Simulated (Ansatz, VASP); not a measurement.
## One calculation of Ru, two programs

```
CELL_PARAMETERS angstrom
2.70235 0.00000 0.00000
-1.35117 2.34030 0.00000
0.00000 0.00000 4.48993
ATOMIC_POSITIONS crystal
Ru 0.33333 0.66667 0.25000
Ru 0.66667 0.33333 0.75000
```

Change from the starting cell: strain +0.0525 x Voigt [0, 0, 1, 0, 0, 0], atoms carried along.

Alike in both runs: task single point; functional r2SCAN; k mesh 24 × 24 × 14; occupations gaussian, width 0.15 eV; no spin polarisation.

|  | VASP | Ansatz |
| --- | --- | --- |
| version | VASP 6.6.1 | Ansatz 0.2.0 |
| potentials or method | VASP PAW PBE potentials, release 64 (Ru_pv), cutoff 520 eV | scalar-relativistic, plane waves, PAW |
| valence electrons in the cell | 28 | 32 |

```tsv
	VASP	Ansatz	Ansatz less VASP
gap on the k mesh at the Fermi level (eV)	none	none	-
pressure (GPa)	-13.7	-14.9	-1.17
traceless stress, the component that is largest in VASP (GPa)	-14.67	-14.65	+0.025
```

VASP's potentials were made for PBE, not for r2SCAN. A gap of «none» marks a metal or a gap that the smearing closes. VASP's potentials hold 28 valence electrons a cell and Ansatz's 32, so a difference there can come from the potentials and not from the codes.
